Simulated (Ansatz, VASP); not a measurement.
**Fe in VASP and in Ansatz**

```
Fe
1.0
     0.00000    1.91550    1.93855
     1.47819    0.00000    1.93855
     1.47819    1.91550    0.00000
Fe
1
Direct
  0.00000 0.00000 0.00000
```

Change from the starting cell: volume scaled by 0.96, crystal datasets.

Alike in both runs: task electric field gradients; functional LDA; k mesh 16 × 16 × 16; occupations fermi-dirac, width 0.05 eV; collinear spin.

|  | VASP | Ansatz |
| --- | --- | --- |
| version | VASP 6.6.1 | Ansatz 0.2.0 |
| potentials or method | VASP PAW LDA potentials, release 64 (Fe), cutoff 520 eV | all-electron PAW with datasets made for the crystal, scalar-relativistic |

```tsv
	VASP	Ansatz	Ansatz less VASP
pressure (GPa)	-12.5	-11.5	+0.95
traceless stress, the component that is largest in VASP (GPa)	-6.48	-6.45	+0.021
net moment per atom (μB)	2.04	2.08	+0.043
size of the moment on the site where the two differ most (μB)	2.01	2.09	+0.078
size of Vzz on the site where it differs most (V/Å²)	9.8	10.5	+0.70
```

LDA's correlation is that of Perdew and Zunger in VASP and of Perdew and Wang (1992) in Ansatz. Site moments also hang on the region over which each program counts them. Ansatz ran all-electron here, and VASP with PAW potentials. Ansatz's warnings: printed levels off.
